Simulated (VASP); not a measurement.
TaN, 4 atoms in the cell. It takes space group P6_3mc (No. 186, hexagonal). The conventional cell has a = 2.988 Å, b = 2.988 Å, c = 4.839 Å, α = 90.00°, β = 90.00°, γ = 120.00°. Ta (site symmetry 3m) has 4 N at 1.81 to 1.86 Å within 2.4 Å. Within 2.4 Å of N (site symmetry 3m) lie 4 Ta at 1.81 to 1.86 Å.  This cell differs from its parent crystal: volume scaled by 0.94.

| Quantity | Value |
| --- | --- |
| Program | VASP 6.6.1 |
| Task | electric field gradients |
| Functional | LDA |
| Potentials or basis | VASP PAW LDA potentials, release 64 (Ta_pv, N) |
| Cutoff | 520 eV |
| k mesh | 9 × 9 × 5 |
| Occupations | fermi-dirac, width 0.03 eV |
| Spin | no spin polarisation |
| Dipole correction | no |
| Further INCAR settings | ALGO = Normal; EDIFF = 1e-08; NBANDS = 24 |

Potentials or basis: VASP PAW LDA potentials, release 64 (Ta_pv, N).

Command:

```console
$ cat potpaw_LDA.64/Ta_pv/POTCAR potpaw_LDA.64/N/POTCAR > POTCAR
$ mpirun -np 1 vasp_std > vasp.out
```

Hardware: 1 thread of Intel(R) Xeon(R) Platinum 8488C (Sapphire Rapids) (shared host).

Q: Estimate the wall time of this run.

A: Wall time 18 s on 1 thread of Intel(R) Xeon(R) Platinum 8488C (Sapphire Rapids), with other jobs on the host, peak memory 0.15 GiB. Counts: scf iterations 14, k points 36.
